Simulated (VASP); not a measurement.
Set up this calculation in VASP 6.6.1, as the native input.

| Property | Result |
| --- | --- |
| Task | single point |
| Functional | PBEsol |
| Potentials or basis | VASP PAW PBE potentials, release 64 (As) |
| Cutoff | 520 eV |
| k mesh | 10 × 10 × 10 |
| Occupations | fermi-dirac, width 0.05 eV |
| Spin | no spin polarisation |
| Dipole correction | no |
| Further INCAR settings | ALGO = Normal; EDIFF = 1e-06; NBANDS = 8 |

The structure of As lies in POSCAR:

```
As
1.0
    2.6688919314      0.0000000000      0.0000000000
    0.0000000000      2.6688919314      0.0000000000
    0.0000000000      0.0000000000      2.6688919314
As
1
Direct
    0.5000000000      0.5000000000      0.5000000000
```

The input as run:

INCAR

```
SYSTEM = As
PREC = Accurate
ENCUT = 520
EDIFF = 1E-6
ISMEAR = -1
SIGMA = 0.05
LREAL = .FALSE.
LASPH = .TRUE.
NELM = 60
ALGO = Normal
ISIF = 2
LWAVE = .FALSE.
LCHARG = .TRUE.
GGA = PS
LELF = .TRUE.
LVHAR = .TRUE.
NBANDS = 8
```

KPOINTS

```
Automatic mesh
0
G
  10 10 10
  0 0 0
```

Potentials or basis: VASP PAW PBE potentials, release 64 (As).

The run is started by

```console
$ cat potpaw_PBE.64/As/POTCAR > POTCAR
$ mpirun -np 1 vasp_std > vasp.out
```

It gave:

```yaml
Pressure: 2.4 GPa
```

Caveat: the PAW data sets were made with another functional, which shifts forces and pressure a little.

Wall time 11 s on 1 thread of AMD EPYC 7R43 64-Core Processor (Zen 3), with other jobs on the host, peak memory 0.09 GiB.
